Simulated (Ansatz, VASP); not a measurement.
Two plane-wave programs on Al5GaP6

```
Al Ga P
1.0
     3.91102   -0.00021   -0.00030
    -0.00022    3.91224   -0.00054
    -0.00219   -0.00113   16.39922
Al Ga P
5 1 6
Cartesian
  1.9540 1.9560 13.6653
  -0.0011 0.0000 10.9339
  1.9540 1.9553 8.1989
  -0.0014 -0.0014 5.4650
  1.9548 1.9552 2.7329
  0.0000 0.0007 0.0000
  1.9544 -0.0002 12.3003
  -0.0015 1.9559 9.5664
  1.9542 -0.0011 6.8324
  -0.0008 1.9547 4.0988
  1.9554 -0.0008 1.3748
  -0.0016 1.9557 15.0246
```

Change from the starting cell: cell x1, atoms moved at random (sigma 0.1 Å) and cell strained at random (1.5 %), then relaxed without symmetry.

Alike in both runs: functional PBE; k mesh 4 × 4 × 1; occupations gaussian, width 0.1 eV; no spin polarisation.

Ansatz relaxed the structure, and its values are those at the end. VASP's run is a single point on that final structure, the one shown.

|  | VASP | Ansatz |
| --- | --- | --- |
| version | VASP 6.6.1 | Ansatz 0.2.0 |
| potentials or method | VASP PAW PBE potentials, release 64 (Al, Ga_d, P), cutoff 520 eV | scalar-relativistic, plane waves, PAW |
| valence electrons in the cell | 58 | 58 |

|  | VASP | Ansatz | Ansatz less VASP |
| --- | --- | --- | --- |
| gap on the k mesh at the Fermi level (eV) | 1.56 | 1.56 | +0.002 |
| least direct gap on the mesh (eV) | 1.56 | 1.56 | +0.002 |
| pressure (GPa) | -0.1 | 0.0 | +0.08 |

The functional is the same, so the differences come from potentials, cutoffs and numerics.
